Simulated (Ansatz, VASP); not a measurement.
**TiC: VASP beside Ansatz**

INCAR

```
SYSTEM = TiC
PREC = Accurate ; ENCUT = 520
EDIFF = 1E-6 ; ISMEAR = 0
SIGMA = 0.15 ; LREAL = .False.
LASPH = .True. ; NELM = 60
ALGO = Normal ; ISIF = 2
LWAVE = .False. ; LCHARG = .False.
GGA = PE ; NBANDS = 15
```

KPOINTS

```
regular mesh
0
Gamma
  18 18 18
  0 0 0
```

File POSCAR:

```
TiC
1.0
    0.0000000000      2.1315400000      2.1315400000
    2.1315400000      0.0000000000      2.1315400000
    2.1315400000      2.1315400000      0.0000000000
Ti C
1 1
Direct
    0.0000000000      0.0000000000      0.0000000000
    0.5000000000      0.5000000000      0.5000000000
```

Input for Ansatz:

```yaml
crystal:
  lattice:
    - [0.0, 2.13154, 2.13154]
    - [2.13154, 0.0, 2.13154]
    - [2.13154, 2.13154, 0.0]
  atoms:
    - { symbol: Ti, position: [0.0, 0.0, 0.0] }
    - { symbol: C, position: [0.5, 0.5, 0.5] }
basis:
  ecutwfc: 420
kpoints:
  mp_grid: { grid: [18, 18, 18] }
hamiltonian:
  xc: pbe
scf:
  occupations: { method: gaussian, width: 0.15 }
output:
  forces: true
  stress: true
  eigenvalues: true
```

Change from the starting cell: strain -0.015 along x and y, -0.015 along z, atoms carried along.

Alike in both runs: task single point; functional PBE; k mesh 18 × 18 × 18; occupations gaussian, width 0.15 eV; no spin polarisation.

```csv
,VASP,Ansatz
version,VASP 6.6.1,Ansatz 0.2.0
potentials or method,"VASP PAW PBE potentials, release 64 (Ti_sv, C), cutoff 520 eV","scalar-relativistic, plane waves, PAW"
valence electrons in the cell,16,16
```

|  | VASP | Ansatz | Ansatz less VASP |
| --- | --- | --- | --- |
| gap on the k mesh at the Fermi level (eV) | none | none | - |
| pressure (GPa) | 13.7 | 13.5 | -0.21 |

A gap of «none» marks a metal or a gap that the smearing closes.
